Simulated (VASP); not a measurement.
Write the native input for VASP 6.6.1 that does the following.

```yaml
Task: single point
Functional: PBE
Potentials_or_basis: VASP PAW PBE potentials, release 64 (Ca_sv)
Cutoff: 520 eV
k_mesh: 10 × 10 × 3
Occupations: fermi-dirac, width 0.08 eV
Spin: no spin polarisation
Dipole_correction: no
Further_INCAR_settings: ALGO = Normal; EDIFF = 1e-06; NBANDS = 28
```

The structure of Ca lies in POSCAR:

```
Ca
1.0
    3.8997101128      0.0000000000      0.0000000000
   -1.9498550564      3.3772480250      0.0000000000
    0.0000000000      0.0000000000     12.8505031725
Ca
4
Direct
    0.0000000000      0.0000000000      0.0000000000
    0.0000000000      0.0000000000      0.5000000000
    0.3333333333      0.6666666667      0.2500000000
    0.6666666667      0.3333333333      0.7500000000
```

One way to write it, as run:

INCAR

```
SYSTEM = Ca
ALGO = Normal ; EDIFF = 1E-6
ENCUT = 520 ; GGA = PE
ISIF = 2 ; ISMEAR = -1
LASPH = .TRUE. ; LCHARG = .FALSE.
LREAL = .FALSE. ; LWAVE = .FALSE.
NBANDS = 28 ; NELM = 80
PREC = Accurate ; SIGMA = 0.08
```

KPOINTS

```
k-points
0
G
  10 10 3
  0 0 0
```

Potentials or basis: VASP PAW PBE potentials, release 64 (Ca_sv).

Command:

```console
$ cat potpaw_PBE.64/Ca_sv/POTCAR > POTCAR
$ mpirun -np 1 vasp_std > vasp.out
```

It gave:

| Item | Value |
| --- | --- |
| Pressure | 0.0 GPa |
| Band gap on the k mesh | zero (band 20 reaches 2.14 eV, above the bottom of band 21 at 1.75 eV) |

Run time: 2.2 min on 1 thread of Intel Xeon 6975P-C (shared host), peak memory 0.32 GiB.
